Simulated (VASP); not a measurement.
The system is CdSe.

```
CELL_PARAMETERS angstrom
4.30000 0.00000 0.00000
-2.15000 3.72391 0.00000
0.00000 0.00000 7.02000
ATOMIC_POSITIONS crystal
Cd 0.33333 0.66667 0.00000
Cd 0.66667 0.33333 0.50000
Se 0.33333 0.66667 0.38500
Se 0.66667 0.33333 0.88500
```

```yaml
Program: VASP 6.6.1
Task: relaxation of the atoms
Functional: PBE
Potentials_or_basis: VASP PAW PBE potentials, release 64 (Cd, Se)
Cutoff: 450 eV
k_mesh: 9 × 9 × 4
Occupations: gaussian, width 0.02 eV
Spin: no spin polarisation
```

At the start: pressure 3.2 GPa; volume 28.10 Å³/atom.

Problem. How do energy, volume and symmetry change on relaxing?

Solution. Over 4 steps the energy falls by 5.1 meV/atom at a fixed cell; space group P6_3mc (No. 186, to 0.1 Å) before and after.

Step by step:
```csv
step,energy change (eV),largest force (eV/Å),pressure (GPa)
1,0.0000,0.2909,3.21
2,-0.0132,0.1783,3.15
3,-0.0202,0.0096,3.11
4,-0.0203,0.0008,3.11
```

Final structure:
```yaml
crystal:
  lattice:
    - [4.30000, 0.00000, 0.00000]
    - [-2.15000, 3.72391, 0.00000]
    - [0.00000, 0.00000, 7.02000]
  atoms:
    - { symbol: Cd, position: [0.33333, 0.66667, 0.00473] }
    - { symbol: Cd, position: [0.66667, 0.33333, 0.50473] }
    - { symbol: Se, position: [0.33333, 0.66667, 0.38027] }
    - { symbol: Se, position: [0.66667, 0.33333, 0.88027] }
```
